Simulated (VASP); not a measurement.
Wanted: the native input for a VASP 6.6.1 run.

```
Task                   : relaxation of cell and atoms
Functional             : PBE
Potentials or basis    : VASP PAW PBE potentials, release 64 (Si, Sb, Se)
Cutoff                 : 600 eV
k mesh                 : 6 × 6 × 4
Occupations            : gaussian, width 0.1 eV
Spin                   : no spin polarisation
Dipole correction      : no
Further INCAR settings : ALGO = Normal; EDIFF = 1e-06; IBRION = 2; EDIFFG = -0.04; NSW = 90; ISIF = 3
```

The structure of Si2Sb2Se lies in POSCAR:

```
Si2Sb2Se
1.0
    4.8324871700      0.0000000000      0.0000000000
   -2.4162435900      4.1850566500      0.0000000000
    0.0000000000      0.0000000000      6.6969315700
Si Sb Se
2 2 1
Direct
    0.3333333300      0.6666666700      0.5000000000
    0.6666666700      0.3333333300      0.5000000000
    0.3333333300      0.6666666700      0.0000000000
    0.6666666700      0.3333333300      0.0000000000
    0.0000000000      0.0000000000      0.0000000000
```

The cell was generated, and may not be a known phase.

The input as run:

INCAR

```
SYSTEM = Si2Sb2Se
ALGO = Normal
EDIFF = 1E-6
EDIFFG = -0.04
ENCUT = 600
GGA = PE
IBRION = 2
ISIF = 3
ISMEAR = 0
LASPH = .True.
LCHARG = .False.
LREAL = .False.
LWAVE = .False.
NELM = 60
NSW = 90
PREC = Accurate
SIGMA = 0.1
```

KPOINTS

```
k-points
0
Gamma
  6 6 4
  0 0 0
```

Potentials or basis: VASP PAW PBE potentials, release 64 (Si, Sb, Se).

Launch:

```console
$ cat potpaw_PBE.64/Si/POTCAR potpaw_PBE.64/Sb/POTCAR potpaw_PBE.64/Se/POTCAR > POTCAR
$ mpirun -np 1 vasp_std > vasp.out
```

Results of the run:

```
Relaxed volume                        : 25.54 Å³/atom
Relaxed cell                          : a = 5.187 Å, b = 5.187 Å, c = 5.481 Å, α = 90.00°, β = 90.00°, γ = 120.00°
Space group after relaxing (to 0.1 Å) : P6/mmm (No. 191)
Energy gained by relaxing             : 326.7 meV/atom
Ionic steps                           : 7
Pressure after relaxing               : 0.0 GPa
Band gap on the k mesh                : zero (bands 12 and 13 overlap by 1.44 eV)
```

Caveat: a cell axis changed by over 15 % at a fixed basis, so the end point is rough; spin-orbit coupling is left out, which moves the levels of the heavy elements.

It took 7.1 min on 1 thread of AMD EPYC 7R13 (shared host), peak memory 0.31 GiB.
